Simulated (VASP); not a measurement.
Input of a VASP 6.6.1 run:

Contents of INCAR:

```
SYSTEM = SnTe
  ALGO = Normal
  EDIFF = 1E-6
  ENCUT = 520
  GGA = CA
  ISIF = 2
  ISMEAR = -1
  LASPH = .TRUE.
  LCHARG = .TRUE.
  LELF = .TRUE.
  LREAL = .FALSE.
  LVHAR = .TRUE.
  LWAVE = .FALSE.
  NBANDS = 17
  NELM = 60
  PREC = Accurate
  SIGMA = 0.05
```

File KPOINTS:

```
k-points
0
G
  7 7 7
  0 0 0
```

Contents of POSCAR:

```
SnTe
1.0
    0.0000000000      3.1297027185      3.1297027185
    3.1297027185      0.0000000000      3.1297027185
    3.1297027185      3.1297027185      0.0000000000
Te Sn
1 1
Direct
    0.5000000000      0.5000000000      0.5000000000
    0.0000000000      0.0000000000      0.0000000000
```

Potentials or basis: VASP PAW LDA potentials, release 64 (Te, Sn_d).

The run is started by

```console
$ cat potpaw_LDA.64/Te/POTCAR potpaw_LDA.64/Sn_d/POTCAR > POTCAR
$ mpirun -np 1 vasp_std > vasp.out
```

Q: Predict the pressure.

A: -0.6 GPa.
